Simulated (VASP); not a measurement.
# Si2Mo (I4/mmm) in VASP: further runs, part 2 of 2

VASP 6.6.1.

## 3. Relaxation of cell and atoms, RPBE+D3(BJ)

The input, INCAR:

```
SYSTEM = Si2Mo
PREC = Accurate
ENCUT = 600
EDIFF = 1E-6
ISMEAR = -1
SIGMA = 0.05
LREAL = .False.
LASPH = .True.
NELM = 80
ALGO = Normal
ISIF = 3
LWAVE = .False.
LCHARG = .False.
GGA = RP
IVDW = 12
IBRION = 2
NSW = 60
EDIFFG = -0.01
```

The input, KPOINTS:

```
Automatic mesh
0
Gamma
  12 12 12
  0 0 0
```

The input, POSCAR:

```
Si2Mo
1.0
   -1.6000000000      1.6000000000      3.9305000000
    1.6000000000     -1.6000000000      3.9305000000
    1.6000000000      1.6000000000     -3.9305000000
Mo Si
1 2
Direct
    0.0000000000      0.0000000000      0.0000000000
    0.6670000000      0.6670000000      0.0000000000
    0.3330000000      0.3330000000      0.0000000000
```

Potentials or basis: VASP PAW PBE potentials, release 64 (Mo_sv, Si).

Command:

```bash
$ cat potpaw_PBE.64/Mo_sv/POTCAR potpaw_PBE.64/Si/POTCAR > POTCAR
$ mpirun -np 1 vasp_std > vasp.out
```

OUTCAR:

```text
SYSTEM = Si2Mo
   PREC = Accurate
   ENCUT = 600
   EDIFF = 1E-6
   ISMEAR = -1
   LREAL = .False.
   LASPH = .True.
   NELM = 80
   ISIF = 3
   GGA = RP
   IVDW = 12
   IBRION = 2
   NSW = 60
   EDIFFG = -0.01
 IVDW          = 12

 ion  position               nearest neighbor table
   1  0.000  0.000  0.000-   2 2.62   3 2.62   2 2.62   3 2.62   2 2.62   3 2.62   3 2.62   2 2.62
                             2 2.62   3 2.62
   2  0.667  0.667  0.000-   3 2.61   3 2.61   3 2.61   3 2.61   1 2.62   1 2.62   1 2.62   1 2.62
                             1 2.62   3 2.63
   3  0.333  0.333  0.000-   2 2.61   2 2.61   2 2.61   2 2.61   1 2.62   1 2.62   1 2.62   1 2.62
                             1 2.62   2 2.63

  LATTYP: Found a body centered tetragonal cell.
 ALAT       =     3.2000000000
 C/A-ratio  =     2.4565625000

  Lattice vectors:

 A1 = (  -1.6000000000,   1.6000000000,   3.9305000000)
 A2 = (   1.6000000000,  -1.6000000000,   3.9305000000)
 A3 = (   1.6000000000,   1.6000000000,  -3.9305000000)

[... 391 lines left out ...]
  energy without entropy =      -21.27397471  energy(sigma->0) =      -21.27501558

 E-fermi :  14.6622     XC(G=0): -13.0912

 val. band max:       14.6202328404   @ k =  -0.3333  -0.4167   0.3333
 cond. band min:      14.7179795788   @ k =  -0.4167  -0.4167   0.2500
 fundamental gap:      0.0977467383
 Fermi energy:        14.6622081186

 k-point     1 :       0.0000    0.0000    0.0000
  band No.  band energies     occupation
      1     -45.9515      2.00000
      2     -20.2452      2.00000
      3     -20.0221      2.00000
      4     -20.0221      2.00000
      5      -0.0104      2.00000
      6       7.3177      2.00000
      7      10.8511      2.00000
      8      11.1696      2.00000
      9      11.6122      2.00000
     10      11.6122      2.00000
     11      15.1918      0.00005
     12      17.0936      0.00000
     13      18.7887      0.00000
     14      18.8771      0.00000
[... 401 lines left out ...]
      2     -20.4316      2.00000
      3     -20.1942      2.00000
      4     -20.0899      2.00000
      5       3.3015      2.00000
      6       5.8633      2.00000
      7       8.6062      2.00000
      8      10.1707      2.00000
      9      11.4501      2.00000
     10      12.2910      2.00000
     11      12.5379      2.00000
     12      16.9626      0.00000
     13      17.5324      0.00000
     14      18.6510      0.00000
     15      19.6955      0.00000

 [... further k-points ...]

------------------------ aborting loop because EDIFF is reached ----------------------------------------

 Edisp (eV)  -10.14979

 E8    (eV) :    -6.5820
[... 26 lines left out ...]
  FREE ENERGIE OF THE ION-ELECTRON SYSTEM (eV)
  ---------------------------------------------------
  free  energy   TOTEN  =       -31.4258476391 eV

  energy  without entropy=      -31.4237658982  energy(sigma->0) =      -31.42480677

 reached required accuracy - stopping structural energy minimisation
```

CONTCAR:

```text
Si2Mo
   1.00000000000000
    -1.5178022272003575    1.5178022272003575    3.7880447229704477
     1.5178022272003575   -1.5178022272003575    3.7880447229704477
     1.5178022272003575    1.5178022272003575   -3.7880447229704477
  Mo              Si
     1     2
Direct
     0.0000000000000000    0.0000000000000000    1.0000000000000000
     0.6675009089431402    0.6675009089431402    0.0000000000000000
     0.3324990910568598    0.3324990910568598    0.0000000000000000

  0.00000000E+00  0.00000000E+00  0.00000000E+00
  0.00000000E+00  0.00000000E+00  0.00000000E+00
  0.00000000E+00  0.00000000E+00  0.00000000E+00
```

Wall time 12 min (1 thread of Intel Xeon 6975P-C, shared host); peak memory 0.31 GiB.

What came out:

| Item | Value |
| --- | --- |
| Free energy | -31.4258 eV |
| Relaxed volume | 11.64 Å³/atom |
| Relaxed cell | a = 4.354 Å, b = 4.354 Å, c = 4.354 Å, α = 139.20°, β = 139.20°, γ = 59.08° |
| Space group after relaxing (to 0.05 Å) | I4/mmm (No. 139) |
| Energy gained by relaxing | 206.6 meV/atom |
| Ionic steps | 11 |
| Pressure after relaxing | 0.1 GPa |
| Band gap on the k mesh | zero (band 11 reaches 15.32 eV, above the bottom of band 12 at 14.22 eV) |
| Dispersion energy per atom | -3.383 eV |

Step by step:
```
step  energy change (eV)  largest force (eV/Å)  pressure (GPa)  volume (Å³)
   1              0.0000                0.2262          -32.82        40.25
   2              2.7452                1.5801          156.12        26.27
   3             -0.6059                0.1052           -4.27        35.47
   4             -0.6124                0.1398           -1.15        35.10
   5             -0.6129                0.1533            0.08        34.96
   6             -0.6172                0.0221            0.06        34.89
   7             -0.6197                0.0700            0.03        34.92
   8             -0.6196                0.0685            0.04        34.92
   9             -0.6198                0.0172           -0.08        34.93
  10             -0.6198                0.0011           -0.06        34.92
  11             -0.6198                0.0001            0.09        34.91
```

Final structure:
```xyz
3
Lattice="-1.5178 1.5178 3.7880 1.5178 -1.5178 3.7880 1.5178 1.5178 -3.7880" Properties=species:S:1:pos:R:3 pbc="T T T"
Mo    1.5178    1.5178   -3.7880
Si    0.0000    0.0000    5.0570
Si    0.0000    0.0000    2.5190
```

Caveat: the PAW data sets were made with another functional, which shifts forces and pressure a little; the volume moved by -13 % from the deposited cell, more than functionals usually miss; pairwise dispersion overbinds metals, which lowers pressure and volume.
